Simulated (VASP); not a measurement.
Write the native input for VASP 6.6.1 that does the following.

| Quantity | Value |
| --- | --- |
| Task | single point |
| Functional | PBEsol |
| Potentials or basis | VASP PAW PBE potentials, release 64 (Ti_sv, Al) |
| Cutoff | 520 eV |
| k mesh | 18 × 18 × 6 |
| Occupations | gaussian, width 0.15 eV |
| Spin | no spin polarisation |
| Dipole correction | no |
| Further INCAR settings | ALGO = Fast; EDIFF = 1e-06; NBANDS = 28 |

The structure of Ti3Al lies in POSCAR:

```
Ti3Al
1.0
    2.7807091719      0.0000000000      0.0000000000
   -1.3903545859      2.4081647834      0.0000000000
    0.0000000000      0.0000000000      9.9082229214
Ti Al
3 1
Direct
    0.6666666667      0.3333333333      0.0000000000
    0.3333333333      0.6666666667      0.7511732072
    0.3333333333      0.6666666667      0.2488267928
    0.6666666667      0.3333333333      0.5000000000
```

The input as run:

INCAR

```
SYSTEM = Ti3Al
PREC     = Accurate       ! precision mode
ENCUT    = 520            ! plane-wave cutoff, eV
EDIFF    = 1E-6           ! SCF threshold, eV
ISMEAR   = 0              ! smearing method
SIGMA    = 0.15           ! smearing width, eV
LREAL    = .FALSE.        ! projectors in reciprocal space
LASPH    = .TRUE.         ! aspherical terms in the spheres
NELM     = 60             ! most SCF steps
ALGO     = Fast           ! electronic algorithm
ISIF     = 2              ! what is computed and relaxed
LWAVE    = .FALSE.        ! write WAVECAR
LCHARG   = .FALSE.        ! write CHGCAR
GGA      = PS             ! functional
NBANDS   = 28             ! bands
```

KPOINTS

```
regular mesh
0
G
  18 18 6
  0 0 0
```

Potentials or basis: VASP PAW PBE potentials, release 64 (Ti_sv, Al).

Launch:

```bash
$ cat potpaw_PBE.64/Ti_sv/POTCAR potpaw_PBE.64/Al/POTCAR > POTCAR
$ mpirun -np 1 vasp_std > vasp.out
```

It gave:

```
Pressure               : -0.4 GPa
Largest force          : 0.337 eV/Å
Band gap on the k mesh : zero (an odd number of electrons rules out a gap without spin polarisation)
```

Caveat: the PAW data sets were made with another functional, which shifts forces and pressure a little.

Run time: 14 min on 1 thread of AMD EPYC 9R45 (Zen 5), with other jobs on the host, peak memory 0.33 GiB.
